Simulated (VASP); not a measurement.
A run of VASP 6.6.1 is set up as follows.

The input INCAR:

```
ALGO     = Normal         # electronic algorithm
EDIFF    = 1E-7           # SCF threshold, eV
ENCUT    = 520            # plane-wave cutoff, eV
GGA      = PE             # functional
ISIF     = 2              # what is computed and relaxed
ISMEAR   = 0              # smearing method
LASPH    = True           # aspherical terms in the spheres
LCHARG   = False          # write CHGCAR
LREAL    = False          # projectors in reciprocal space
LWAVE    = False          # write WAVECAR
NBANDS   = 23             # bands
NELM     = 60             # most SCF steps
PREC     = Accurate       # precision mode
SIGMA    = 0.1            # smearing width, eV
```

The input KPOINTS:

```
k-points
0
Gamma
  6 6 2
```

The input POSCAR:

```
BAs5
1.0
    5.3675117754     -0.0000000037      0.0000000000
   -2.6837558845      4.6484015545      0.0000000000
    0.0000000000      0.0000000000      7.0363931275
B As
1 5
Direct
    0.0000000000      0.0000000000      0.0000000000
    0.5000000000      0.0000000000      0.5000000000
    0.0000000000      0.5000000000      0.5000000000
    0.5000000000      0.5000000000      0.5000000000
    0.0000000000      0.0000000000      0.2669094388
    0.0000000000      0.0000000000      0.7330905612
```

Potentials or basis: VASP PAW PBE potentials, release 64 (B, As).

Launch:

```console
$ cat potpaw_PBE.64/B/POTCAR potpaw_PBE.64/As/POTCAR > POTCAR
$ mpirun -np 1 vasp_std > vasp.out
```

Task: Predict the band gap on the k mesh.

Result: Zero (band 14 reaches 1.91 eV, above the bottom of band 15 at 1.07 eV).

Task: Predict the largest force.

Result: 0.087 eV/Å.

Task: Predict the pressure.

Result: 0.1 GPa.

Forces on the atoms (eV/Å):
```
B    0.000  0.000  0.000
As   0.000  0.000  0.000
As   0.000  0.000  0.000
As   0.000  0.000  0.000
As   0.000  0.000  0.087
As   0.000  0.000 -0.087
```

Caveat: the k points lie up to 0.45 Å⁻¹ apart.
